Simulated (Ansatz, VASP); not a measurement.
Two plane-wave programs on NaC8

```
CELL_PARAMETERS angstrom
4.97596 0.00000 0.00000
-2.48798 4.30931 0.00000
0.00000 0.00000 4.48600
ATOMIC_POSITIONS crystal
Na 0.00000 0.00000 0.50000
C 0.33470 0.16735 0.00000
C 0.33333 0.66667 0.00000
C 0.83265 0.16735 0.00000
C 0.83265 0.66530 0.00000
C 0.16735 0.33470 0.00000
C 0.16735 0.83265 0.00000
C 0.66667 0.33333 0.00000
C 0.66530 0.83265 0.00000
```

Alike in both runs: task single point; functional PBE; dispersion D3(BJ); k mesh 6 × 6 × 4; occupations gaussian, width 0.1 eV; no spin polarisation.

|  | VASP | Ansatz |
| --- | --- | --- |
| version | VASP 6.6.1 | Ansatz 0.2.0 |
| potentials or method | VASP PAW PBE potentials, release 64 (Na_pv, C), cutoff 520 eV | scalar-relativistic, plane waves, PAW |
| valence electrons in the cell | 39 | 41 |

Ansatz gave:

```
gap on the k mesh at the Fermi level (eV)                     : none
pressure (GPa)                                                : 0.2
traceless stress, the component that is largest in VASP (GPa) : -0.08
rms of the force components (eV/Å)                            : 0.008
```

Problem. Estimate VASP's values.

Solution. gap on the k mesh at the Fermi level (eV): none; pressure (GPa): 0.3; traceless stress, the component that is largest in VASP (GPa): -0.33; rms of the force components (eV/Å): 0.007.

Atom by atom the forces differ by 0.001 eV/Å (rms over components). A gap of «none» marks a metal or a gap that the smearing closes. VASP's potentials hold 39 valence electrons a cell and Ansatz's 41, so a difference there can come from the potentials and not from the codes.
